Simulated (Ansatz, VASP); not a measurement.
## AlN: VASP beside Ansatz

Contents of POSCAR:

```
AlN
1.0
    3.1222272302      0.0000000000      0.0000000000
   -1.5611136151      2.6904757192      0.0000000000
    0.0000000000      0.0000000000      4.9785915475
Al N
2 2
Direct
    0.3331890905      0.6663781811     -0.0035069819
    0.6668109095      0.3336218189      0.4964930181
    0.3328760385      0.6657520770      0.3785069819
    0.6671239615      0.3342479230      0.8785069819
```

INCAR.step1

```
SYSTEM = AlN
PREC = Accurate ; ENCUT = 520
EDIFF = 1E-5 ; ISMEAR = 0
SIGMA = 0.01 ; LREAL = .False.
LASPH = .True. ; NELM = 120
ALGO = Normal ; ISIF = 2
LWAVE = .True. ; LCHARG = .False.
GGA = PE ; NBANDS = 16
GGA_COMPAT = .False.
```

File INCAR.step2:

```
SYSTEM = AlN
PREC = Accurate ; ENCUT = 520
EDIFF = 1E-6 ; ISMEAR = 0
SIGMA = 0.01 ; LREAL = .False.
LASPH = .True. ; NELM = 120
ALGO = Normal ; ISIF = 2
LWAVE = .False. ; LCHARG = .False.
GGA = PE ; LHFCALC = .True.
HFSCREEN = 0.2079 ; PRECFOCK = Normal
ISTART = 1 ; NBANDS = 16
GGA_COMPAT = .False.
```

File KPOINTS:

```
Automatic mesh
0
Gamma
  6 6 4
  0 0 0
```

Input for Ansatz:

```yaml
crystal:
  lattice:
    - [3.1222272302, 0.0, 0.0]
    - [-1.5611136151, 2.6904757192, 0.0]
    - [0.0, 0.0, 4.9785915475]
  atoms:
    - { symbol: Al, position: [0.3331890905, 0.6663781811, -0.0035069819] }
    - { symbol: Al, position: [0.6668109095, 0.3336218189, 0.4964930181] }
    - { symbol: "N", position: [0.3328760385, 0.665752077, 0.3785069819] }
    - { symbol: "N", position: [0.6671239615, 0.334247923, 0.8785069819] }
kpoints:
  mp_grid: { grid: [6, 6, 4] }
  band_path:
    path:
      - [0.0, 0.0, 0.0]
      - [0.5, 0.0, 0.0]
      - [0.3333333333, 0.3333333333, 0.0]
      - [0.0, 0.0, 0.5]
      - [0.5, 0.0, 0.5]
      - [0.3333333333, 0.3333333333, 0.5]
    npoints: 1
hamiltonian:
  xc: hse06
scf:
  occupations: { method: fixed }
  n_extra_bands: 5
output:
  forces: true
  stress: true
  eigenvalues: true
```

Change from the starting cell: uniaxial_x strain +0.5%.

Alike in both runs: task single point; functional HSE06; k mesh 6 × 6 × 4; no spin polarisation.

|  | VASP | Ansatz |
| --- | --- | --- |
| version | VASP 6.6.1 | Ansatz 0.2.0 |
| potentials or method | VASP PAW PBE potentials, release 64 (Al, N) | plane waves, PAW |
| plane-wave cutoff (eV) | 520 | 420 |
| occupations | gaussian, width 0.01 eV | fixed |
| valence electrons in the cell | 16 | 16 |

```csv
,VASP,Ansatz,Ansatz less VASP
gap on the k mesh at the Fermi level (eV),5.53,5.54,+0.007
pressure (GPa),-1.9,-1.7,+0.16
"traceless stress, the component that is largest in VASP (GPa)",-0.89,-0.84,+0.054
rms of the force components (eV/Å),0.004,0.006,+0.0016
```

Atom by atom the forces differ by 0.002 eV/Å (rms over components). Ansatz's warnings: stress exchange threshold loose, stress scf threshold loose.
